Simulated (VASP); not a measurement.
# Zn (P6_3/mmc) in VASP: a series of runs

Zn is run at these levels: PBE; tasks: single point.

Everything below comes from runs of VASP 6.6.1. Logs are shortened: lines on timing, memory, paths and dates and some standing lists are left out, and cuts for length are marked.

### Step 1. The cell of the first run

The structure is hexagonal, space group P6_3/mmc (No. 194). The conventional cell has a = 2.656 Å, b = 2.656 Å, c = 4.962 Å, α = 90.00°, β = 90.00°, γ = 120.00°. Zn (site symmetry -6m2) has 12 Zn at 2.66 to 2.92 Å within 3.5 Å.

### Step 2. Single point, PBE

Contents of INCAR:

```
SYSTEM = Zn
  PREC = Accurate
  ENCUT = 520
  EDIFF = 1E-6
  ISMEAR = 1
  SIGMA = 0.3
  LREAL = .FALSE.
  LASPH = .TRUE.
  NELM = 80
  ALGO = Normal
  ISIF = 2
  LWAVE = .FALSE.
  LCHARG = .FALSE.
  GGA = PE
  NBANDS = 19
```

Contents of KPOINTS:

```
Automatic mesh
0
G
  14 14 7
  0 0 0
```

Contents of POSCAR:

```
Zn
1.0
    2.6556370042      0.0000000000      0.0000000000
   -1.3278185021      2.2998491089      0.0000000000
    0.0000000000      0.0000000000      4.9624616040
Zn
2
Direct
    0.3333333333      0.6666666667      0.2500000000
    0.6666666667      0.3333333333      0.7500000000
```

Potentials or basis: VASP PAW PBE potentials, release 64 (Zn).

Started as:

```console
$ cat potpaw_PBE.64/Zn/POTCAR > POTCAR
$ mpirun -np 1 vasp_std > vasp.out
```

OUTCAR:

```text
SYSTEM = Zn
   PREC = Accurate
   ENCUT = 520
   EDIFF = 1E-6
   ISMEAR = 1
   LREAL = .FALSE.
   LASPH = .TRUE.
   NELM = 80
   ISIF = 2
   GGA = PE

 ion  position               nearest neighbor table
   1  0.333  0.667  0.250-   2 2.92   2 2.92   2 2.92   2 2.92   2 2.92   2 2.92
   2  0.667  0.333  0.750-   1 2.92   1 2.92   1 2.92   1 2.92   1 2.92   1 2.92

  LATTYP: Found a hexagonal cell.
 ALAT       =     2.6556370042
 C/A-ratio  =     1.8686520771

  Lattice vectors:

 A1 = (   2.6556370042,   0.0000000000,   0.0000000000)
 A2 = (  -1.3278185021,   2.2998491089,   0.0000000000)
 A3 = (   0.0000000000,   0.0000000000,   4.9624616040)

Analysis of symmetry for initial positions (statically):
=====================================================================
 Subroutine PRICEL returns:
 Original cell was already a primitive cell.

 Routine SETGRP: Setting up the symmetry group for a
 hexagonal supercell.

 Subroutine GETGRP returns: Found 24 space group operations
 (whereof 12 operations were pure point group operations)
 out of a pool of 24 trial point group operations.

The static configuration has the point symmetry D_3d.
 The point group associated with its full space group is D_6h.

Analysis of symmetry for dynamics (positions and initial velocities):
=====================================================================
 Subroutine PRICEL returns:
 Original cell was already a primitive cell.

 Routine SETGRP: Setting up the symmetry group for a
 hexagonal supercell.

 Subroutine GETGRP returns: Found 24 space group operations
 (whereof 12 operations were pure point group operations)
 out of a pool of 24 trial point group operations.

The dynamic configuration has the point symmetry D_3d.
 The point group associated with its full space group is D_6h.

 Subroutine INISYM returns: Found 24 space group operations
 (whereof 12 operations are pure point group operations),
 and found     1 'primitive' translations

----------------------------------------------------------------------------------------

                                     Primitive cell

  volume of cell :      30.3086

  direct lattice vectors                    reciprocal lattice vectors
     2.655637004  0.000000000  0.000000000     0.376557488  0.217405567  0.000000000
    -1.327818502  2.299849109  0.000000000     0.000000000  0.434811134  0.000000000
     0.000000000  0.000000000  4.962461604     0.000000000  0.000000000  0.201512894

  length of vectors
     2.655637004  2.655637004  4.962461604     0.434811134  0.434811134  0.201512894

  position of ions in fractional coordinates (direct lattice)
     0.333333333  0.666666667  0.250000000
     0.666666667  0.333333333  0.750000000

  ion indices of the primitive-cell ions
   primitive index   ion index
                 1           1
                 2           2

----------------------------------------------------------------------------------------

 KPOINTS: Automatic mesh

Automatic generation of k-mesh.
 Grid dimensions read from file:
 generate k-points for:   14   14    7

 Generating k-lattice:

  Cartesian coordinates                     Fractional coordinates (reciprocal lattice)
     0.026896963  0.015528969  0.000000000     0.071428571  0.000000000  0.000000000
     0.000000000  0.031057938  0.000000000     0.000000000  0.071428571  0.000000000
     0.000000000  0.000000000  0.028787556     0.000000000  0.000000000  0.142857143

  Length of vectors
     0.031057938  0.031057938  0.028787556

  Shift w.r.t. Gamma in fractional coordinates (k-lattice)
     0.000000000  0.000000000  0.000000000

 Subroutine IBZKPT returns following result:
 ===========================================

 Found     96 irreducible k-points:

 Following reciprocal coordinates:
            Coordinates               Weight
  0.000000  0.000000  0.000000      1.000000
  0.071429  0.000000  0.000000      6.000000
  0.142857  0.000000  0.000000      6.000000
  0.214286 -0.000000  0.000000      6.000000
  0.285714  0.000000  0.000000      6.000000
  0.357143  0.000000  0.000000      6.000000
[... 16 lines left out ...]
  0.285714  0.285714  0.000000      6.000000
  0.357143  0.285714  0.000000      6.000000
 [... further k-points ...]
   k-points           NKPTS =     96   k-points in BZ     NKDIM =     96   number of bands    NBANDS=     19
   number of dos      NEDOS =    301   number of ions     NIONS =      2
   total plane-waves  NPLWV =  16000
   dimension x,y,z NGX =    20 NGY =   20 NGZ =   40
   dimension x,y,z NGXF=    40 NGYF=   40 NGZF=   80
   ions per type =               2
   NGX,Y,Z   is equivalent  to a cutoff of  12.52, 12.52, 13.40 a.u.
   NGXF,Y,Z  is equivalent  to a cutoff of  25.04, 25.04, 26.80 a.u.
 SYSTEM =  Zn
   PREC   = accura    normal or accurate (medium, high low for compatibility)
   ISTART =      0    job   : 0-new  1-cont  2-samecut
   ICHARG =      2    charge: 1-file 2-atom 10-const
   ISPIN  =      1    spin polarized calculation?
   LNONCOLLINEAR =      F non collinear calculations
   LSORBIT =      F    spin-orbit coupling
   LASPH  =      T    aspherical Exc in radial PAW
   ENCUT  =  520.0 eV  38.22 Ry    6.18 a.u.   4.94  4.94  9.23*2*pi/ulx,y,z
   NELM   =     80;   NELMIN=  2; NELMDL= -5     # of ELM steps
   EDIFF  = 0.1E-05   stopping-criterion for ELM
   LREAL  =      F    real-space projection
   EDIFFG = 0.1E-04   stopping-criterion for IOM
   NSW    =      0    number of steps for IOM
   IBRION =     -1    ionic relax: 0-MD 1-quasi-New 2-CG
   NFREE  =      0    steps in history (QN), initial steepest desc. (CG)
   ISIF   =      2    stress and relaxation
   ISYM   =      2    0-nonsym 1-usesym 2-fastsym
   POTIM  = 0.5000    time-step for ionic-motion
   TEBEG  =    0.0;   TEEND  =   0.0 temperature during run
   PSTRESS=    0.0 pullay stress
   NELECT =      24.0000    total number of electrons
   NUPDOWN=      -1.0000    fix difference up-down
   EMIN   =  10.00;   EMAX   =-10.00  energy-range for DOS
   EFERMI =   0.00;   METHOD = LEGACY
   ISMEAR =     1;   SIGMA  =   0.30  broadening in eV -4-tet -1-fermi 0-gaus
   EFERMI_NEDOS =   21; number of points for ismear=-14 and -15
   IALGO  =     38    algorithm
   IMIX   =      4    mixing-type and parameters
     AMIX     =   0.40;   BMIX     =  1.00
     AMIX_MAG =   1.60;   BMIX_MAG =  1.00
  volume/ion in A,a.u.               =      15.15       102.27
  Fermi-wavevector in a.u.,A,eV,Ry     =   1.514573  2.862128 31.210826  2.293931
  Thomas-Fermi vector in A             =   2.624212
   LORBIT       =      0    0 simple, 1 ext, 2 COOP (PROOUT), +10 PAW based schemes
   GGA     = PE    functional components
   LHFCALC =     F    Hartree Fock is set to
   AEXX    =    0.0000 exact exchange contribution
   IVDW    =     0    specifies the selected vdW correction
   LEPSILON=     F    determine dielectric tensor
   LRPA    =     F    only Hartree local field effects (RPA)
 non-spin polarized calculation
 Methfessel and Paxton  Order N= 1 SIGMA  =   0.30
  energy-cutoff  :      520.00
  volume of cell :       30.31
 maximum number of plane-waves:       837
 NGX is ok and might be reduce to    20
   NGX =  9   NGY =  9   NGZ = 19

 number of electron      24.0000020 magnetization

 Free energy of the ion-electron system (eV)
  ---------------------------------------------------
  ext. energy  EPLUGINS =         0.00000000
  ---------------------------------------------------
  free energy    TOTEN  =        -2.20512849 eV

  energy without entropy =       -2.20410344  energy(sigma->0) =       -2.20478681

 E-fermi :   3.1223     XC(G=0): -11.5696

 val. band max:        3.0621513260   @ k =   0.2143   0.2143   0.0000
 cond. band min:       3.1423679780   @ k =   0.2857   0.1429   0.0000
 fundamental gap:      0.0802166520
 Fermi energy:         3.1222772770

 k-point     1 :       0.0000    0.0000    0.0000
  band No.  band energies     occupation
      1      -7.2948      2.00000
      2      -5.5020      2.00000
      3      -4.7990      2.00000
      4      -4.5593      2.00000
      5      -4.5593      2.00000
      6      -4.5106      2.00000
[... 11 lines left out ...]
     18      22.3804      0.00000
     19      22.3823      0.00000

 k-point     2 :       0.0714    0.0000    0.0000
  band No.  band energies     occupation
      1      -7.1423      2.00000
      2      -5.4352      2.00000
      3      -4.7831      2.00000
      4      -4.5745      2.00000
      5      -4.5269      2.00000
      6      -4.5233      2.00000
[... 11 lines left out ...]
     18      21.2632      0.00000
     19      23.5216      0.00000

 k-point     3 :       0.1429    0.0000    0.0000
  band No.  band energies     occupation
      1      -6.6956      2.00000
      2      -5.2664      2.00000
      3      -4.7533      2.00000
      4      -4.6065      2.00000
      5      -4.5419      2.00000
      6      -4.4210      2.00000
[... 11 lines left out ...]
     18      20.0310      0.00000
     19      21.4684      0.00000

 k-point     4 :       0.2143   -0.0000    0.0000
  band No.  band energies     occupation
      1      -6.0137      2.00000
      2      -5.1131      2.00000
      3      -4.7144      2.00000
      4      -4.6324      2.00000
      5      -4.5709      2.00000
      6      -4.4343      2.00000
[... 11 lines left out ...]
     18      19.0194      0.00000
     19      19.0742      0.00000

 k-point     5 :       0.2857    0.0000    0.0000
  band No.  band energies     occupation
      1      -5.3924      2.00000
      2      -5.1104      2.00000
      3      -4.7781      2.00000
      4      -4.6223      2.00000
      5      -4.4850      2.00000
      6      -4.4069      2.00000
[... 11 lines left out ...]
     18      18.3725      0.00000
     19      19.6160      0.00000
[... 334 lines left out ...]
      2      -4.9299      2.00000
      3      -4.8477      2.00000
      4      -4.5859      2.00000
      5      -4.4958      2.00000
      6      -4.4389      2.00000
[... 11 lines left out ...]
     18      12.9516      0.00000
     19      14.4707      0.00000

 k-point    22 :       0.3571    0.2143    0.0000
  band No.  band energies     occupation
      1      -4.9744      2.00000
      2      -4.9530      2.00000
      3      -4.8627      2.00000
      4      -4.5695      2.00000
      5      -4.5085      2.00000
      6      -4.4144      2.00000
[... 11 lines left out ...]
     18      12.6361      0.00000
     19      14.1368      0.00000

 k-point    23 :       0.2857    0.2857    0.0000
  band No.  band energies     occupation
      1      -4.9232      2.00000
      2      -4.8346      2.00000
      3      -4.7747      2.00000
      4      -4.5950      2.00000
      5      -4.5300      2.00000
      6      -4.5052      2.00000
[... 11 lines left out ...]
     18      11.0106      0.00000
     19      12.7802      0.00000

 k-point    24 :       0.3571    0.2857    0.0000
  band No.  band energies     occupation
      1      -4.9161      2.00000
      2      -4.8000      2.00000
      3      -4.7375      2.00000
      4      -4.5718      2.00000
      5      -4.5688      2.00000
      6      -4.5608      2.00000
[... 11 lines left out ...]
     18      10.3667      0.00000
     19      12.3253      0.00000

 [... further k-points ...]
[... 5 lines left out ...]
  --------------------------------------------------------------------------------------
  -------------------------------------------------------------------------------------
  Total        0.1562112      0.1562112     -0.0607616      0.0000000      0.0000000      0.0000000
  in kB        8.2576728      8.2576728     -3.2119928      0.0000000      0.0000000      0.0000000
  external PRESSURE =       4.4344509 kB  Pullay stress =       0.0000000 kB

 VOLUME and BASIS-vectors are now :
 -----------------------------------------------------------------------------
  energy-cutoff  :      520.00
  volume of cell :       30.31
      direct lattice vectors                 reciprocal lattice vectors
     2.655637004  0.000000000  0.000000000     0.376557488  0.217405567  0.000000000
    -1.327818502  2.299849109  0.000000000     0.000000000  0.434811134  0.000000000
     0.000000000  0.000000000  4.962461604     0.000000000  0.000000000  0.201512894

 POSITION                                       TOTAL-FORCE (eV/Angst)
 -----------------------------------------------------------------------------------
     -0.00000      1.53323      1.24062         0.000000     -0.000000      0.000000
      1.32782      0.76662      3.72185        -0.000000      0.000000      0.000000
 -----------------------------------------------------------------------------------
    total drift:                               -0.000000      0.000000      0.000000

  FREE ENERGIE OF THE ION-ELECTRON SYSTEM (eV)
  ---------------------------------------------------
  free  energy   TOTEN  =        -2.2051284949 eV

  energy  without entropy=       -2.2041034401  energy(sigma->0) =       -2.20478681
```

Run time: 59 s. Hardware: 1 thread of AMD EPYC 7R13, shared host; peak memory 0.14 GiB.

Results:

```yaml
Free_energy: -2.2051 eV
Pressure: 0.4 GPa
Band_gap_on_the_k_mesh: zero (bands 12 and 13 overlap by 4.57 eV)
```

Levels at points of the mesh, in eV from the Fermi level:
```
           k point  band 8  band 9  band 10  band 11  band 12  band 13  band 14  band 15  band 16  band 17
(0.00, 0.00, 0.00)   -7.29   -7.29    -7.09    -7.09    -3.67    -3.10    13.45    17.13    17.62    17.62
(0.50, 0.00, 0.00)   -7.11   -6.91    -6.89    -2.81    -2.12     2.60     3.56     4.09     5.72    10.27
```

Caveat: so wide a smearing shifts energies and pressures.

### Step 3. Single point, PBE

Contents of INCAR:

```
SYSTEM = Zn
PREC = Accurate
ENCUT = 520
EDIFF = 1E-6
ISMEAR = 1
SIGMA = 1.0
LREAL = .False.
LASPH = .True.
NELM = 100
ALGO = Normal
ISIF = 2
LWAVE = .False.
LCHARG = .False.
GGA = PE
NBANDS = 19
```

Contents of KPOINTS:

```
regular mesh
0
Gamma
  14 14 7
  0 0 0
```

POSCAR is that of step 2.

Potentials or basis: VASP PAW PBE potentials, release 64 (Zn).

Started as:

```console
$ cat potpaw_PBE.64/Zn/POTCAR > POTCAR
$ mpirun -np 1 vasp_std > vasp.out
```

Wall time 56 s (1 thread of AMD EPYC 7R13, shared host); peak memory 0.14 GiB.

Results (log left out):

* Free energy: -2.2047 eV
* Pressure: 0.5 GPa
* Band gap on the k mesh: zero (bands 12 and 13 overlap by 4.57 eV)

Stress tensor (GPa, compression positive):
```
0.49 0.00 0.00
0.00 0.49 0.00
0.00 0.00 0.41
```

Levels at points of the mesh, in eV from the Fermi level:
```
           k point  band 9  band 10  band 11  band 12  band 13  band 14  band 15  band 16
(0.00, 0.00, 0.00)   -7.30    -7.10    -7.10    -3.68    -3.11    13.44    17.12    17.61
(0.50, 0.00, 0.00)   -6.92    -6.90    -2.82    -2.13     2.59     3.55     4.08     5.71
```

Caveat: so wide a smearing shifts energies and pressures.
